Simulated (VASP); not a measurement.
# TiC (NiAs type) (P6_3/mmc) in VASP: notebook

The runs below take TiC (NiAs type) through relaxation of cell and atoms, single point, with PBE.

Program: VASP 6.6.1. These are calculated values, not measurements. Logs are shortened: lines on timing, memory, paths and dates and some standing lists are left out, and cuts for length are marked.

### Step 1. The cell of the first run

It takes space group P6_3/mmc (No. 194, hexagonal). The conventional cell has a = 2.768 Å, b = 2.768 Å, c = 4.290 Å, α = 90.00°, β = 90.00°, γ = 120.00°. Ti (site symmetry -3m) has 6 C at 1.92 Å and 2 Ti at 2.15 Å within 2.6 Å. Within 2.8 Å of C (site symmetry -6m2) lie 6 Ti at 1.92 Å and 12 C at 2.68 to 2.77 Å.

### Step 2. Relaxation of cell and atoms, PBE, target pressure 180 GPa, at which the enthalpy is minimised

Contents of INCAR:

```
ALGO = Normal
EDIFF = 1E-6
EDIFFG = -0.005
ENCUT = 600
GGA = PE
IBRION = 2
ISIF = 3
ISMEAR = -1
LASPH = T
LCHARG = F
LREAL = F
LWAVE = F
NELM = 100
NSW = 60
PREC = Accurate
PSTRESS = 1800.0
SIGMA = 0.1
```

Contents of KPOINTS:

```
k-points
0
Gamma
  12 12 7
```

Contents of POSCAR:

```
TiC
1.0
    2.7680522258      0.0000000000      0.0000000000
   -1.3840261129      2.3972035466      0.0000000000
    0.0000000000      0.0000000000      4.2904809501
Ti C
2 2
Direct
    0.0000000000      0.0000000000      0.0000000000
    0.0000000000      0.0000000000      0.5000000000
    0.3333333333      0.6666666667      0.2500000000
    0.6666666667      0.3333333333      0.7500000000
```

Potentials or basis: VASP PAW PBE potentials, release 64 (Ti_sv, C).

Started as:

```console
> cat potpaw_PBE.64/Ti_sv/POTCAR potpaw_PBE.64/C/POTCAR > POTCAR
> mpirun -np 1 vasp_std > vasp.out
```

OUTCAR:

```text
EDIFF = 1E-6
   EDIFFG = -0.005
   ENCUT = 600
   GGA = PE
   IBRION = 2
   ISIF = 3
   ISMEAR = -1
   LASPH = T
   LREAL = F
   NELM = 100
   NSW = 60
   PREC = Accurate
   PSTRESS = 1800.0

 ion  position               nearest neighbor table
   1  0.000  0.000  0.000-   3 1.92   4 1.92   4 1.92   3 1.92   4 1.92   3 1.92   2 2.15   2 2.15

   2  0.000  0.000  0.500-   3 1.92   4 1.92   4 1.92   3 1.92   4 1.92   3 1.92   1 2.15   1 2.15

   3  0.333  0.667  0.250-   1 1.92   2 1.92   1 1.92   2 1.92   1 1.92   2 1.92
   4  0.667  0.333  0.750-   1 1.92   2 1.92   1 1.92   2 1.92   1 1.92   2 1.92

  LATTYP: Found a hexagonal cell.
 ALAT       =     2.7680522258
 C/A-ratio  =     1.5500000000

  Lattice vectors:

 A1 = (   2.7680522258,   0.0000000000,   0.0000000000)
 A2 = (  -1.3840261129,   2.3972035466,   0.0000000000)
 A3 = (   0.0000000000,   0.0000000000,   4.2904809501)

Analysis of symmetry for initial positions (statically):
=====================================================================
 Subroutine PRICEL returns:
 Original cell was already a primitive cell.

 Routine SETGRP: Setting up the symmetry group for a
 hexagonal supercell.

 Subroutine GETGRP returns: Found 24 space group operations
 (whereof 12 operations were pure point group operations)
 out of a pool of 24 trial point group operations.

The static configuration has the point symmetry D_3d.
 The point group associated with its full space group is D_6h.

Analysis of symmetry for dynamics (positions and initial velocities):
=====================================================================
 Subroutine PRICEL returns:
 Original cell was already a primitive cell.

 Routine SETGRP: Setting up the symmetry group for a
 hexagonal supercell.

 Subroutine GETGRP returns: Found 24 space group operations
 (whereof 12 operations were pure point group operations)
 out of a pool of 24 trial point group operations.

The dynamic configuration has the point symmetry D_3d.
 The point group associated with its full space group is D_6h.

 Subroutine INISYM returns: Found 24 space group operations
 (whereof 12 operations are pure point group operations),
 and found     1 'primitive' translations

----------------------------------------------------------------------------------------

                                     Primitive cell

  volume of cell :      28.4698

  direct lattice vectors                    reciprocal lattice vectors
     2.768052226  0.000000000  0.000000000     0.361264860  0.208576364  0.000000000
    -1.384026113  2.397203547  0.000000000     0.000000000  0.417152728  0.000000000
     0.000000000  0.000000000  4.290480950     0.000000000  0.000000000  0.233074103

  length of vectors
     2.768052226  2.768052226  4.290480950     0.417152728  0.417152728  0.233074103

  position of ions in fractional coordinates (direct lattice)
     0.000000000  0.000000000  0.000000000
     0.000000000  0.000000000  0.500000000
     0.333333333  0.666666667  0.250000000
     0.666666667  0.333333333  0.750000000

  ion indices of the primitive-cell ions
   primitive index   ion index
                 1           1
                 2           2
                 3           3
                 4           4

----------------------------------------------------------------------------------------

 KPOINTS: k-points

Automatic generation of k-mesh.
 Grid dimensions read from file:
 generate k-points for:   12   12    7

 Generating k-lattice:

  Cartesian coordinates                     Fractional coordinates (reciprocal lattice)
     0.030105405  0.017381364  0.000000000     0.083333333  0.000000000  0.000000000
     0.000000000  0.034762727  0.000000000     0.000000000  0.083333333  0.000000000
     0.000000000  0.000000000  0.033296300     0.000000000  0.000000000  0.142857143

  Length of vectors
     0.034762727  0.034762727  0.033296300

  Shift w.r.t. Gamma in fractional coordinates (k-lattice)
     0.000000000  0.000000000  0.000000000

 Subroutine IBZKPT returns following result:
 ===========================================

 Found     76 irreducible k-points:

 Following reciprocal coordinates:
            Coordinates               Weight
  0.000000  0.000000  0.000000      1.000000
  0.083333  0.000000  0.000000      6.000000
  0.166667  0.000000  0.000000      6.000000
  0.250000  0.000000  0.000000      6.000000
  0.333333  0.000000  0.000000      6.000000
  0.416667  0.000000  0.000000      6.000000
[... 16 lines left out ...]
  0.250000  0.000000  0.142857     12.000000
  0.333333  0.000000  0.142857     12.000000
 [... further k-points ...]
   k-points           NKPTS =     76   k-points in BZ     NKDIM =     76   number of bands    NBANDS=     20
   number of dos      NEDOS =    301   number of ions     NIONS =      4
   total plane-waves  NPLWV =  20736
   dimension x,y,z NGX =    24 NGY =   24 NGZ =   36
   dimension x,y,z NGXF=    48 NGYF=   48 NGZF=   72
   ions per type =               2   2
   NGX,Y,Z   is equivalent  to a cutoff of  14.41, 14.41, 13.95 a.u.
   NGXF,Y,Z  is equivalent  to a cutoff of  28.83, 28.83, 27.90 a.u.
 SYSTEM =  unknown system
   PREC   = accura    normal or accurate (medium, high low for compatibility)
   ISTART =      0    job   : 0-new  1-cont  2-samecut
   ICHARG =      2    charge: 1-file 2-atom 10-const
   ISPIN  =      1    spin polarized calculation?
   LNONCOLLINEAR =      F non collinear calculations
   LSORBIT =      F    spin-orbit coupling
   LASPH  =      T    aspherical Exc in radial PAW
   ENCUT  =  600.0 eV  44.10 Ry    6.64 a.u.   5.53  5.53  8.57*2*pi/ulx,y,z
   NELM   =    100;   NELMIN=  2; NELMDL= -5     # of ELM steps
   EDIFF  = 0.1E-05   stopping-criterion for ELM
   LREAL  =      F    real-space projection
   EDIFFG = -.5E-02   stopping-criterion for IOM
   NSW    =     60    number of steps for IOM
   IBRION =      2    ionic relax: 0-MD 1-quasi-New 2-CG
   NFREE  =      1    steps in history (QN), initial steepest desc. (CG)
   ISIF   =      3    stress and relaxation
   ISYM   =      2    0-nonsym 1-usesym 2-fastsym
   POTIM  = 0.5000    time-step for ionic-motion
   TEBEG  =    0.0;   TEEND  =   0.0 temperature during run
   PSTRESS= 1800.0 pullay stress
   NELECT =      32.0000    total number of electrons
   NUPDOWN=      -1.0000    fix difference up-down
   EMIN   =  10.00;   EMAX   =-10.00  energy-range for DOS
   EFERMI =   0.00;   METHOD = LEGACY
   ISMEAR =    -1;   SIGMA  =   0.10  broadening in eV -4-tet -1-fermi 0-gaus
   EFERMI_NEDOS =   21; number of points for ismear=-14 and -15
   IALGO  =     38    algorithm
   IMIX   =      4    mixing-type and parameters
     AMIX     =   0.40;   BMIX     =  1.00
     AMIX_MAG =   1.60;   BMIX_MAG =  1.00
  volume/ion in A,a.u.               =       7.12        48.03
  Fermi-wavevector in a.u.,A,eV,Ry     =   1.702145  3.216587 39.420105  2.897296
  Thomas-Fermi vector in A             =   2.781968
   LORBIT       =      0    0 simple, 1 ext, 2 COOP (PROOUT), +10 PAW based schemes
   GGA     = PE    functional components
   LHFCALC =     F    Hartree Fock is set to
   AEXX    =    0.0000 exact exchange contribution
   IVDW    =     0    specifies the selected vdW correction
   LEPSILON=     F    determine dielectric tensor
   LRPA    =     F    only Hartree local field effects (RPA)
 conjugate gradient relaxation of ions
 non-spin polarized calculation
  energy-cutoff  :      600.00
  volume of cell :       28.47
 maximum number of plane-waves:       977
 NGX is ok and might be reduce to    24
   NGX = 11   NGY = 11   NGZ = 17

--------------------------------------- Ionic step        1  -------------------------------------------

 number of electron      32.0000000 magnetization

 Free energy of the ion-electron system (eV)
  ---------------------------------------------------
  ext. energy  EPLUGINS =         0.00000000
  ---------------------------------------------------
  free energy    TOTEN  =       -27.45899566 eV

  energy without entropy =      -27.40931054  energy(sigma->0) =      -27.43415310

------------------------ aborting loop because EDIFF is reached ----------------------------------------

  FORCE on cell =-STRESS in cart. coord.  units (eV):
  Direction    XX          YY          ZZ          XY          YZ          ZX
  --------------------------------------------------------------------------------------
  -------------------------------------------------------------------------------------
  Total       30.2956385     30.2956385     53.0096002      0.0000000     -0.0000000      0.0000000
  in kB     1704.9259590   1704.9259591   2983.1833202      0.0000000     -0.0000000      0.0000000
  external PRESSURE =     331.0117461 kB  Pullay stress =    1800.0000000 kB
[... 103 lines left out ...]
  energy  without entropy=      -31.6152982361  energy(sigma->0) =      -31.63120629

  enthalpy is  TOTEN    =         3.4240969613 eV   P V=       35.0712113063

[... ionic steps 4 to 11 ...]

--------------------------------------- Ionic step       12  -------------------------------------------

 number of electron      32.0000000 magnetization

------------------------ aborting loop because EDIFF is reached ----------------------------------------
[... 75 lines left out ...]
--------------------------------------- Ionic step       14  -------------------------------------------

 number of electron      32.0000000 magnetization

 Free energy of the ion-electron system (eV)
  ---------------------------------------------------
  ext. energy  EPLUGINS =         0.00000000
  ---------------------------------------------------
  free energy    TOTEN  =       -29.99861557 eV

  energy without entropy =      -29.96955450  energy(sigma->0) =      -29.98408504

 E-fermi :  13.5504     XC(G=0): -14.4024

 val. band max:       13.5159390803   @ k =   0.0833   0.0833   0.1429
 cond. band min:      13.5524041881   @ k =   0.2500   0.0000   0.1429
 fundamental gap:      0.0364651077
 Fermi energy:        13.5504037070

 k-point     1 :       0.0000    0.0000    0.0000
  band No.  band energies     occupation
      1     -42.2421      2.00000
      2     -41.9123      2.00000
      3     -19.6288      2.00000
      4     -17.8609      2.00000
      5     -17.8609      2.00000
      6     -17.6430      2.00000
[... 541 lines left out ...]
     19      17.4865      0.00000
     20      18.1219      0.00000

 [... further k-points ...]

------------------------ aborting loop because EDIFF is reached ----------------------------------------

  FORCE on cell =-STRESS in cart. coord.  units (eV):
  Direction    XX          YY          ZZ          XY          YZ          ZX
  --------------------------------------------------------------------------------------
  -------------------------------------------------------------------------------------
  Total       33.0903601     33.0903601     33.0919537      0.0000000      0.0000000      0.0000000
  in kB     1800.7219522   1800.7219524   1800.8086746      0.0000000      0.0000000      0.0000000
  external PRESSURE =       0.7508597 kB  Pullay stress =    1800.0000000 kB
[... 23 lines left out ...]
  energy  without entropy=      -29.9695544988  energy(sigma->0) =      -29.98408504

  enthalpy is  TOTEN    =         3.0784778315 eV   P V=       33.0770934040

 reached required accuracy - stopping structural energy minimisation
```

It took 5.5 min on 1 thread of Intel Xeon Platinum 8259CL at 2.50GHz (Skylake/Cascade Lake), shared host; peak memory 0.2 GiB.

What came out:

```
Free energy                                                : -29.9986 eV
Relaxed volume                                             : 7.36 Å³/atom
Relaxed cell                                               : a = 2.642 Å, b = 2.642 Å, c = 4.871 Å, α = 90.00°, β = 90.00°, γ = 120.00°
Space group after relaxing (to 0.1 Å)                      : P6_3/mmc (No. 194)
Energy change on relaxing (the run minimises the enthalpy) : -634.9 meV/atom
Ionic steps                                                : 14
Pressure after relaxing                                    : 180.1 GPa
Band gap on the k mesh                                     : zero (bands 16 and 17 overlap by 1.88 eV)
```

The path:
```csv
step,energy change (eV),largest force (eV/Å),pressure (GPa),volume (Å³)
1,0.0000,0.0000,213.10,28.47
2,-5.9658,0.0000,77.48,34.25
3,-4.1881,0.0000,139.02,31.22
4,-3.9193,0.0000,144.93,30.97
5,2.0161,0.0000,267.19,26.49
6,-2.7272,0.0000,175.78,29.61
7,-2.5030,0.0000,180.89,29.41
8,-2.5385,0.0000,180.13,29.44
9,-2.5618,0.0000,179.52,29.46
10,-2.5493,0.0000,179.68,29.45
11,-2.5471,0.0000,179.82,29.45
12,-2.5297,0.0000,180.21,29.43
13,-2.5380,0.0000,180.12,29.44
14,-2.5396,0.0000,180.08,29.44
```

Final structure:
```
Ti C
1.0
     2.64175    0.00000    0.00000
    -1.32088    2.28783    0.00000
     0.00000    0.00000    4.87136
Ti C
2 2
Cartesian
  0.0000 0.0000 0.0000
  0.0000 0.0000 2.4357
  0.0000 1.5252 1.2178
  1.3209 0.7626 3.6535
```

Levels at points of the mesh, in eV from the Fermi level:
| k point | band 14 | band 15 | band 16 | band 17 | band 18 | band 19 |
| --- | --- | --- | --- | --- | --- | --- |
| (0.00, 0.00, 0.00) | -2.07 | 1.50 | 1.50 | 1.63 | 1.72 | 1.72 |
| (0.50, 0.00, 0.00) | -2.46 | -1.80 | -0.60 | 1.19 | 1.30 | 4.33 |

Caveat: the cell is relaxed towards a set pressure, so the run minimises the enthalpy, not the energy.

### Step 3. Single point, PBE

This run uses another cell than the first one, of 7.37 Å³/atom.

Contents of INCAR:

```
SYSTEM = TiC
  PREC = Accurate
  ENCUT = 520
  EDIFF = 1E-6
  ISMEAR = -1
  SIGMA = 0.1
  LREAL = .False.
  LASPH = .True.
  NELM = 100
  ALGO = Normal
  ISIF = 2
  LWAVE = .False.
  LCHARG = .False.
  GGA = PE
  NBANDS = 24
```

Contents of KPOINTS:

```
Automatic mesh
0
Gamma
  12 12 7
  0 0 0
```

Contents of POSCAR:

```
TiC
1.0
    2.6431746323      0.0000000000      0.0000000000
   -1.3215873162      2.2890563782      0.0000000000
    0.0000000000      0.0000000000      4.8748256074
Ti C
2 2
Direct
    0.0000000000      0.0000000000      0.0000000000
    0.0000000000      0.0000000000      0.5000000000
    0.3333333333      0.6666666667      0.2500000000
    0.6666666667      0.3333333333      0.7500000000
```

Potentials or basis: VASP PAW PBE potentials, release 64 (Ti_sv, C).

Started as:

```console
> cat potpaw_PBE.64/Ti_sv/POTCAR potpaw_PBE.64/C/POTCAR > POTCAR
> mpirun -np 1 vasp_std > vasp.out
```

Wall time 79 s (1 thread of Intel Xeon 8259CL, shared host); peak memory 0.17 GiB.

The run converged. Its results:

- Free energy: -30.0565 eV
- Pressure: 178.8 GPa
- Band gap on the k mesh: zero (bands 16 and 17 overlap by 1.88 eV)

Stress tensor (GPa, compression positive):
```
178.85   0.00   0.00
  0.00 178.85   0.00
  0.00   0.00 178.71
```

Levels at points of the mesh, in eV from the Fermi level:
```
           k point  band 13  band 14  band 15  band 16  band 17  band 18  band 19  band 20
(0.00, 0.00, 0.00)    -2.96    -2.06     1.50     1.50     1.62     1.72     1.72     2.93
(0.50, 0.00, 0.00)    -3.49    -2.47    -1.79    -0.61     1.19     1.30     4.32     5.10
```

Caveat: the cell stands under pressure.
